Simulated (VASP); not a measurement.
Set up this calculation in VASP 6.6.1, as the native input.

```yaml
Task: single point
Functional: BLYP
Potentials_or_basis: VASP PAW PBE potentials, release 64 (Pd)
Cutoff: 520 eV
k_mesh: 22 × 22 × 22
Occupations: fermi-dirac, width 0.1 eV
Spin: no spin polarisation
Dipole_correction: no
Further_INCAR_settings: ALGO = Normal; EDIFF = 1e-06; NBANDS = 11
```

The structure of Pd lies in POSCAR:

```
Pd
1.0
    0.0000000000      1.9317493915      1.9317493915
    1.9317493915      0.0000000000      1.9317493915
    1.9317493915      1.9317493915      0.0000000000
Pd
1
Direct
    0.0000000000      0.0000000000      0.0000000000
```

This cell differs from its parent crystal: volume scaled by 0.88.

These files were run (other wordings do the same):

INCAR

```
SYSTEM = Pd
PREC = Accurate ; ENCUT = 520
EDIFF = 1E-6 ; ISMEAR = -1
SIGMA = 0.1 ; LREAL = .FALSE.
LASPH = .TRUE. ; NELM = 60
ALGO = Normal ; ISIF = 2
LWAVE = .FALSE. ; LCHARG = .FALSE.
GGA = B5 ; ALDAX = 1.0
AGGAX = 1.0 ; AGGAC = 1.0
ALDAC = 0.0 ; NBANDS = 11
```

KPOINTS

```
Automatic mesh
0
G
  22 22 22
  0 0 0
```

Potentials or basis: VASP PAW PBE potentials, release 64 (Pd).

Launch:

```console
$ cat potpaw_PBE.64/Pd/POTCAR > POTCAR
$ mpirun -np 1 vasp_std > vasp.out
```

It gave:

The pressure is 24.6 GPa and the band gap on the k mesh is zero (band 5 reaches 11.01 eV, above the bottom of band 6 at 9.33 eV).

Caveat: the PAW data sets were made with another functional, which shifts forces and pressure a little.

Run time: 30 s on 1 thread of Intel(R) Xeon(R) Platinum 8559C (Emerald Rapids), with other jobs on the host, peak memory 0.16 GiB.
